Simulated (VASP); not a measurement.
A run of VASP 6.6.1:

The input INCAR:

```
PREC = Accurate
ENCUT = 520
EDIFF = 1E-7
ISMEAR = -1
SIGMA = 0.05
LREAL = F
LASPH = T
NELM = 80
ALGO = Normal
ISIF = 2
LWAVE = F
LCHARG = F
GGA = PS
NBANDS = 14
```

The input KPOINTS:

```
Automatic mesh
0
Gamma
  8 8 8
```

POSCAR

```
NaCl
1.0
    0.0000000000      2.8488626834      2.8488626834
    2.8488626834      0.0000000000      2.8488626834
    2.8488626834      2.8488626834      0.0000000000
Cl Na
1 1
Direct
    0.5000000000      0.5000000000      0.5000000000
    0.0000000000      0.0000000000      0.0000000000
```

Potentials or basis: VASP PAW PBE potentials, release 64 (Cl, Na_pv).

Run with:

```sh
$ cat potpaw_PBE.64/Cl/POTCAR potpaw_PBE.64/Na_pv/POTCAR > POTCAR
$ mpirun -np 1 vasp_std > vasp.out
```

Hardware: 1 thread of Intel(R) Xeon(R) 6975P-C (Granite Rapids), on a shared host.

Task: Estimate the wall time of this run.

Result: Wall time 8.8 s on 1 thread of Intel(R) Xeon(R) 6975P-C (Granite Rapids) (shared host), peak memory 0.16 GiB. Counts: scf iterations 14, k points 29.
